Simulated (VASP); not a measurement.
Runs of VASP 6.6.1 on GaP. The structure is that of space group F-43m (No. 216), or close to it. The cells are those of the table. 

| cell | gap on the mesh (eV) | pressure (GPa) |
| --- | --- | --- |
| a = 4.002 Å, angles 60.0°, 2 atoms | (b) | (a) |
| a = 3.905 Å, angles 60.0°, 2 atoms | 1.50 | -0.7 |
| a = 3.693 Å, angles 60.0°, 2 atoms | 1.35 | 17.2 |
| a = 3.748 Å, angles 60.0°, 2 atoms | 1.46 | 11.2 |

Alike in all rows: task single point; level PBE; potentials or basis VASP PAW PBE potentials, release 64 (Ga_d, P); no spin polarisation; k mesh 6 × 6 × 6; cutoff (eV) 520; smearing gaussian 0.01 eV.

**Question.** Estimate the missing entries.

**Answer.** (a) -5.3; (b) 0.91.

A k mesh can miss the band edges, and the runs leave out spin-orbit coupling on Ga.
